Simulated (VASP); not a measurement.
# MgO (F-43m) in VASP: settings compared

Aim: see how the results for MgO move with the level of theory and the settings. Levels: PBE, LDA. Tasks: single point.

Everything below comes from runs of VASP 6.6.1. Logs are shortened: lines on timing, memory, paths and dates and some standing lists are left out, and cuts for length are marked.

### Step 1. The cell of the first run

Symmetry: F-43m, No. 216, cubic system. The conventional cell has a = 4.619 Å, b = 4.619 Å, c = 4.619 Å, α = 90.00°, β = 90.00°, γ = 90.00°. Within 2.6 Å of Mg (site symmetry -43m) lie 4 O at 2.00 Å. Within 2.6 Å of O (site symmetry -43m) lie 4 Mg at 2.00 Å.

### Step 2. Single point, PBE

Input file INCAR:

```
SYSTEM = MgO
  PREC = Accurate
  ENCUT = 600
  EDIFF = 1E-6
  ISMEAR = 0
  SIGMA = 0.1
  LREAL = .False.
  LASPH = .True.
  NELM = 120
  ALGO = Normal
  ISIF = 2
  LWAVE = .False.
  LCHARG = .False.
  GGA = PE
  NBANDS = 11
  GGA_COMPAT = .False.
```

Input file KPOINTS:

```
Automatic mesh
0
Gamma
  8 8 8
  0 0 0
```

Input file POSCAR:

```
MgO
1.0
    0.0000000000      2.3093824441      2.3093824441
    2.3093824441      0.0000000000      2.3093824441
    2.3093824441      2.3093824441      0.0000000000
Mg O
1 1
Direct
    0.0000000000      0.0000000000      0.0000000000
    0.2500000000      0.2500000000      0.2500000000
```

Potentials or basis: VASP PAW PBE potentials, release 64 (Mg, O).

The run is started by

```bash
> cat potpaw_PBE.64/Mg/POTCAR potpaw_PBE.64/O/POTCAR > POTCAR
> mpirun -np 1 vasp_std > vasp.out
```

OUTCAR:

```text
SYSTEM = MgO
   PREC = Accurate
   ENCUT = 600
   EDIFF = 1E-6
   ISMEAR = 0
   LREAL = .False.
   LASPH = .True.
   NELM = 120
   ISIF = 2
   GGA = PE

 ion  position               nearest neighbor table
   1  0.000  0.000  0.000-   2 2.00   2 2.00   2 2.00   2 2.00
   2  0.250  0.250  0.250-   1 2.00   1 2.00   1 2.00   1 2.00

  LATTYP: Found a face centered cubic cell.
 ALAT       =     4.6187648882

  Lattice vectors:

 A1 = (   0.0000000000,   2.3093824441,   2.3093824441)
 A2 = (   2.3093824441,   0.0000000000,   2.3093824441)
 A3 = (   2.3093824441,   2.3093824441,   0.0000000000)

Analysis of symmetry for initial positions (statically):
=====================================================================
 Subroutine PRICEL returns:
 Original cell was already a primitive cell.

 Routine SETGRP: Setting up the symmetry group for a
 face centered cubic supercell.

 Subroutine GETGRP returns: Found 24 space group operations
 (whereof 24 operations were pure point group operations)
 out of a pool of 48 trial point group operations.

The static configuration has the point symmetry T_d .

Analysis of symmetry for dynamics (positions and initial velocities):
=====================================================================
 Subroutine PRICEL returns:
 Original cell was already a primitive cell.

 Routine SETGRP: Setting up the symmetry group for a
 face centered cubic supercell.

 Subroutine GETGRP returns: Found 24 space group operations
 (whereof 24 operations were pure point group operations)
 out of a pool of 48 trial point group operations.

The dynamic configuration has the point symmetry T_d .

 Subroutine INISYM returns: Found 24 space group operations
 (whereof 24 operations are pure point group operations),
 and found     1 'primitive' translations

----------------------------------------------------------------------------------------

                                     Primitive cell

  volume of cell :      24.6330

  direct lattice vectors                    reciprocal lattice vectors
     0.000000000  2.309382444  2.309382444    -0.216508098  0.216508098  0.216508098
     2.309382444  0.000000000  2.309382444     0.216508098 -0.216508098  0.216508098
     2.309382444  2.309382444  0.000000000     0.216508098  0.216508098 -0.216508098

  length of vectors
     3.265959973  3.265959973  3.265959973     0.375003026  0.375003026  0.375003026

  position of ions in fractional coordinates (direct lattice)
     0.000000000  0.000000000  0.000000000
     0.250000000  0.250000000  0.250000000

  ion indices of the primitive-cell ions
   primitive index   ion index
                 1           1
                 2           2

----------------------------------------------------------------------------------------

 KPOINTS: Automatic mesh

Automatic generation of k-mesh.
 Grid dimensions read from file:
 generate k-points for:    8    8    8

 Generating k-lattice:

  Cartesian coordinates                     Fractional coordinates (reciprocal lattice)
    -0.027063512  0.027063512  0.027063512     0.125000000  0.000000000  0.000000000
     0.027063512 -0.027063512  0.027063512     0.000000000  0.125000000  0.000000000
     0.027063512  0.027063512 -0.027063512     0.000000000  0.000000000  0.125000000

  Length of vectors
     0.046875378  0.046875378  0.046875378

  Shift w.r.t. Gamma in fractional coordinates (k-lattice)
     0.000000000  0.000000000  0.000000000

 Subroutine IBZKPT returns following result:
 ===========================================

 Found     29 irreducible k-points:

 Following reciprocal coordinates:
            Coordinates               Weight
  0.000000  0.000000  0.000000      1.000000
  0.125000  0.000000  0.000000      8.000000
  0.250000  0.000000  0.000000      8.000000
  0.375000  0.000000  0.000000      8.000000
  0.500000  0.000000  0.000000      4.000000
  0.125000  0.125000  0.000000      6.000000
[... 16 lines left out ...]
  0.500000  0.250000  0.125000     48.000000
 -0.375000  0.250000  0.125000     24.000000
 [... further k-points ...]
   k-points           NKPTS =     29   k-points in BZ     NKDIM =     29   number of bands    NBANDS=     11
   number of dos      NEDOS =    301   number of ions     NIONS =      2
   total plane-waves  NPLWV =  21952
   dimension x,y,z NGX =    28 NGY =   28 NGZ =   28
   dimension x,y,z NGXF=    56 NGYF=   56 NGZF=   56
   ions per type =               1   1
   NGX,Y,Z   is equivalent  to a cutoff of  14.25, 14.25, 14.25 a.u.
   NGXF,Y,Z  is equivalent  to a cutoff of  28.51, 28.51, 28.51 a.u.
 SYSTEM =  MgO
   PREC   = accura    normal or accurate (medium, high low for compatibility)
   ISTART =      0    job   : 0-new  1-cont  2-samecut
   ICHARG =      2    charge: 1-file 2-atom 10-const
   ISPIN  =      1    spin polarized calculation?
   LNONCOLLINEAR =      F non collinear calculations
   LSORBIT =      F    spin-orbit coupling
   LASPH  =      T    aspherical Exc in radial PAW
   ENCUT  =  600.0 eV  44.10 Ry    6.64 a.u.   6.52  6.52  6.52*2*pi/ulx,y,z
   NELM   =    120;   NELMIN=  2; NELMDL= -5     # of ELM steps
   EDIFF  = 0.1E-05   stopping-criterion for ELM
   LREAL  =      F    real-space projection
   EDIFFG = 0.1E-04   stopping-criterion for IOM
   NSW    =      0    number of steps for IOM
   IBRION =     -1    ionic relax: 0-MD 1-quasi-New 2-CG
   NFREE  =      0    steps in history (QN), initial steepest desc. (CG)
   ISIF   =      2    stress and relaxation
   ISYM   =      2    0-nonsym 1-usesym 2-fastsym
   POTIM  = 0.5000    time-step for ionic-motion
   TEBEG  =    0.0;   TEEND  =   0.0 temperature during run
   PSTRESS=    0.0 pullay stress
   NELECT =       8.0000    total number of electrons
   NUPDOWN=      -1.0000    fix difference up-down
   EMIN   =  10.00;   EMAX   =-10.00  energy-range for DOS
   EFERMI =   0.00;   METHOD = LEGACY
   ISMEAR =     0;   SIGMA  =   0.10  broadening in eV -4-tet -1-fermi 0-gaus
   EFERMI_NEDOS =   21; number of points for ismear=-14 and -15
   IALGO  =     38    algorithm
   IMIX   =      4    mixing-type and parameters
     AMIX     =   0.40;   BMIX     =  1.00
     AMIX_MAG =   1.60;   BMIX_MAG =  1.00
  volume/ion in A,a.u.               =      12.32        83.12
  Fermi-wavevector in a.u.,A,eV,Ry     =   1.125293  2.126496 17.228846  1.266284
  Thomas-Fermi vector in A             =   2.261969
   LORBIT       =      0    0 simple, 1 ext, 2 COOP (PROOUT), +10 PAW based schemes
   GGA     = PE    functional components
   LHFCALC =     F    Hartree Fock is set to
   AEXX    =    0.0000 exact exchange contribution
   IVDW    =     0    specifies the selected vdW correction
   LEPSILON=     F    determine dielectric tensor
   LRPA    =     F    only Hartree local field effects (RPA)
 non-spin polarized calculation
 Gauss-broadening in eV      SIGMA  =   0.10
  energy-cutoff  :      600.00
  volume of cell :       24.63
 maximum number of plane-waves:       869
 NGX is ok and might be reduce to    28
   NGX = 13   NGY = 13   NGZ = 13

 number of electron       8.0000002 magnetization

 Free energy of the ion-electron system (eV)
  ---------------------------------------------------
  ext. energy  EPLUGINS =         0.00000000
  ---------------------------------------------------
  free energy    TOTEN  =       -11.70366556 eV

  energy without entropy =      -11.70366556  energy(sigma->0) =      -11.70366556

 E-fermi :   1.0218     XC(G=0):  -9.5677

 val. band max:        0.6044498375   @ k =   0.0000   0.0000   0.0000
 cond. band min:       4.0481106765   @ k =   0.0000   0.0000   0.0000
 fundamental gap:      3.4436608390
 Fermi energy:         1.0217647683

 k-point     1 :       0.0000    0.0000    0.0000
  band No.  band energies     occupation
      1     -15.1944      2.00000
      2       0.6044      2.00000
      3       0.6044      2.00000
      4       0.6044      2.00000
      5       4.0481      0.00000
      6      17.0302      0.00000
      7      17.0302      0.00000
      8      17.0302      0.00000
      9      20.5890      0.00000
     10      20.5905      0.00000
     11      20.6136      0.00000

 k-point     2 :       0.1250    0.0000    0.0000
  band No.  band energies     occupation
      1     -15.1094      2.00000
      2      -0.0710      2.00000
      3       0.5771      2.00000
      4       0.5771      2.00000
      5       4.8583      0.00000
      6      15.7455      0.00000
      7      16.9675      0.00000
      8      16.9675      0.00000
      9      19.0160      0.00000
     10      19.0160      0.00000
     11      19.9306      0.00000

 k-point     3 :       0.2500    0.0000    0.0000
  band No.  band energies     occupation
      1     -14.8969      2.00000
      2      -1.1870      2.00000
      3       0.5119      2.00000
      4       0.5119      2.00000
      5       6.3727      0.00000
      6      13.4947      0.00000
      7      16.1098      0.00000
      8      16.1098      0.00000
      9      19.4332      0.00000
     10      19.4332      0.00000
     11      19.4603      0.00000

 k-point     4 :       0.3750    0.0000    0.0000
  band No.  band energies     occupation
      1     -14.6723      2.00000
      2      -2.0301      2.00000
      3       0.4485      2.00000
      4       0.4485      2.00000
      5       7.9262      0.00000
      6      11.4248      0.00000
      7      15.2626      0.00000
      8      15.2626      0.00000
      9      19.5747      0.00000
     10      20.8893      0.00000
     11      20.8893      0.00000
[... 239 lines left out ...]
 k-point    22 :       0.3750    0.2500    0.1250
  band No.  band energies     occupation
      1     -14.7392      2.00000
      2      -1.3627      2.00000
      3       0.0226      2.00000
      4       0.3790      2.00000
      5       7.2256      0.00000
      6      12.8296      0.00000
      7      14.1539      0.00000
      8      16.1381      0.00000
      9      17.8860      0.00000
     10      21.6013      0.00000
     11      23.1327      0.00000

 k-point    23 :       0.5000    0.2500    0.1250
  band No.  band energies     occupation
      1     -14.5592      2.00000
      2      -1.7338      2.00000
      3      -0.2705      2.00000
      4       0.2609      2.00000
      5       8.3252      0.00000
      6      11.4323      0.00000
      7      13.7286      0.00000
      8      15.6033      0.00000
      9      19.0637      0.00000
     10      21.6258      0.00000
     11      23.6137      0.00000

 k-point    24 :      -0.3750    0.2500    0.1250
  band No.  band energies     occupation
      1     -14.4826      2.00000
      2      -1.8766      2.00000
      3      -0.3718      2.00000
      4       0.1916      2.00000
      5       8.9915      0.00000
      6      10.6198      0.00000
      7      13.7126      0.00000
      8      15.3999      0.00000
      9      19.9827      0.00000
     10      21.0378      0.00000
     11      24.0716      0.00000

 [... further k-points ...]

------------------------ aborting loop because EDIFF is reached ----------------------------------------

  FORCE on cell =-STRESS in cart. coord.  units (eV):
  Direction    XX          YY          ZZ          XY          YZ          ZX
  --------------------------------------------------------------------------------------
  -------------------------------------------------------------------------------------
  Total       -0.1604643     -0.1604643     -0.1604643      0.0000000      0.0000000     -0.0000000
  in kB      -10.4368970    -10.4368970    -10.4368970      0.0000000      0.0000000     -0.0000000
  external PRESSURE =     -10.4368970 kB  Pullay stress =       0.0000000 kB

 VOLUME and BASIS-vectors are now :
 -----------------------------------------------------------------------------
  energy-cutoff  :      600.00
  volume of cell :       24.63
      direct lattice vectors                 reciprocal lattice vectors
     0.000000000  2.309382444  2.309382444    -0.216508098  0.216508098  0.216508098
     2.309382444  0.000000000  2.309382444     0.216508098 -0.216508098  0.216508098
     2.309382444  2.309382444  0.000000000     0.216508098  0.216508098 -0.216508098

 POSITION                                       TOTAL-FORCE (eV/Angst)
 -----------------------------------------------------------------------------------
      0.00000      0.00000      0.00000         0.000000      0.000000      0.000000
      1.15469      1.15469      1.15469        -0.000000     -0.000000      0.000000
 -----------------------------------------------------------------------------------
    total drift:                               -0.000000     -0.000000     -0.000000

  FREE ENERGIE OF THE ION-ELECTRON SYSTEM (eV)
  ---------------------------------------------------
  free  energy   TOTEN  =       -11.7036655631 eV

  energy  without entropy=      -11.7036655631  energy(sigma->0) =      -11.70366556
```

Run time: 14 s. Hardware: 1 thread of Intel Xeon Platinum 8375C at 2.90GHz (Ice Lake), shared host; peak memory 0.16 GiB.

Results:

```yaml
Free_energy: -11.7037 eV
Pressure: -1.0 GPa
Band_gap_on_the_k_mesh: 3.44 eV
```

Levels at points of the mesh, in eV from the valence-band top:
```csv
k point,band 1,band 2,band 3,band 4,band 5,band 6,band 7,band 8
"(0.00, 0.00, 0.00)",-15.80,0.00,0.00,0.00,3.44,16.43,16.43,16.43
"(0.50, 0.00, 0.00)",-15.18,-2.94,-0.18,-0.18,8.54,9.42,14.35,14.35
"(0.50, 0.50, 0.00)",-15.00,-2.43,-0.72,-0.72,6.17,11.37,13.60,16.25
```

### Step 3. Single point, PBE

This run uses another cell than the first one, of 12.27 Å³/atom.

Input file INCAR:

```
PREC     = Accurate       # precision mode
ENCUT    = 600            # plane-wave cutoff, eV
EDIFF    = 1E-6           # SCF threshold, eV
ISMEAR   = 0              # smearing method
SIGMA    = 0.02           # smearing width, eV
LREAL    = False          # projectors in reciprocal space
LASPH    = True           # aspherical terms in the spheres
NELM     = 120            # most SCF steps
ALGO     = Normal         # electronic algorithm
ISIF     = 2              # what is computed and relaxed
LWAVE    = False          # write WAVECAR
LCHARG   = False          # write CHGCAR
GGA      = PE             # functional
NBANDS   = 11             # bands
GGA_COMPAT= False
```

Input file KPOINTS:

```
regular mesh
0
Gamma
  8 8 8
```

Input file POSCAR:

```
MgO
1.0
    0.0000000000      2.3063300250      2.3063300250
    2.3063300250      0.0000000000      2.3063300250
    2.3063300250      2.3063300250      0.0000000000
Mg O
1 1
Direct
    0.0000000000      0.0000000000      0.0000000000
    0.2500000000      0.2500000000      0.2500000000
```

Potentials or basis: VASP PAW PBE potentials, release 64 (Mg, O).

The run is started by

```bash
> cat potpaw_PBE.64/Mg/POTCAR potpaw_PBE.64/O/POTCAR > POTCAR
> mpirun -np 1 vasp_std > vasp.out
```

Wall time 14 s (1 thread of Intel Xeon Platinum 8375C at 2.90GHz (Ice Lake), shared host); peak memory 0.16 GiB.

Results (log left out):

```
Free energy            : -11.7040 eV
Pressure               : -0.6 GPa
Band gap on the k mesh : 3.47 eV
```

Levels at points of the mesh, in eV from the valence-band top:
```
           k point  band 1  band 2  band 3  band 4  band 5  band 6  band 7  band 8  band 9
(0.00, 0.00, 0.00)  -15.81    0.00    0.00    0.00    3.47   16.47   16.47   16.47   20.02
(0.50, 0.00, 0.00)  -15.19   -2.95   -0.18   -0.18    8.57    9.45   14.38   14.38   19.24
(0.50, 0.50, 0.00)  -15.00   -2.44   -0.72   -0.72    6.18   11.39   13.66   16.30   16.30
```

### Step 4. Single point, LDA

This run uses another cell than the first one, of 12.27 Å³/atom.

Input file INCAR:

```
PREC = Accurate
ENCUT = 600
EDIFF = 1E-6
ISMEAR = 0
SIGMA = 0.02
LREAL = False
LASPH = True
NELM = 120
ALGO = Normal
ISIF = 2
LWAVE = False
LCHARG = False
NBANDS = 11
GGA_COMPAT = False
```

KPOINTS is that of step 3.

POSCAR is that of step 3.

Potentials or basis: VASP PAW LDA potentials, release 64 (Mg, O).

The run is started by

```bash
> cat potpaw_LDA.64/Mg/POTCAR potpaw_LDA.64/O/POTCAR > POTCAR
> mpirun -np 1 vasp_std > vasp.out
```

Run time: 12 s. Hardware: 1 thread of Intel Xeon Platinum 8375C at 2.90GHz (Ice Lake), shared host; peak memory 0.14 GiB.

Results (log left out):

* Free energy: -13.0243 eV
* Pressure: -8.4 GPa
* Band gap on the k mesh: 3.37 eV

Levels at points of the mesh, in eV from the valence-band top:
| k point | band 1 | band 2 | band 3 | band 4 | band 5 | band 6 | band 7 | band 8 | band 9 |
| --- | --- | --- | --- | --- | --- | --- | --- | --- | --- |
| (0.00, 0.00, 0.00) | -15.51 | 0.00 | 0.00 | 0.00 | 3.37 | 16.17 | 16.17 | 16.17 | 19.77 |
| (0.50, 0.00, 0.00) | -14.85 | -3.02 | -0.19 | -0.19 | 8.39 | 9.30 | 14.13 | 14.13 | 19.00 |
| (0.50, 0.50, 0.00) | -14.65 | -2.50 | -0.74 | -0.74 | 6.01 | 11.17 | 13.39 | 16.02 | 16.02 |

Caveat: the cell stands under tension.

### Step 5. The runs side by side

| level | potentials or basis | cell | smearing | gap on the mesh (eV) | pressure (GPa) |
| --- | --- | --- | --- | --- | --- |
| PBE | VASP PAW PBE potentials, release 64 (Mg, O) | a = 3.266 Å, angles 60.0°, 2 atoms | gaussian 0.1 eV | 3.44 | -1.0 |
| PBE | VASP PAW PBE potentials, release 64 (Mg, O) | a = 3.262 Å, angles 60.0°, 2 atoms | gaussian 0.02 eV | 3.47 | -0.6 |
| LDA | VASP PAW LDA potentials, release 64 (Mg, O) | a = 3.262 Å, angles 60.0°, 2 atoms | gaussian 0.02 eV | 3.37 | -8.4 |

Alike in all rows: task single point; no spin polarisation; k mesh 8 × 8 × 8; cutoff (eV) 600.

Caveats: the cell stands under tension (at least some runs).

Absolute energies hang on the potentials; compare differences alone.
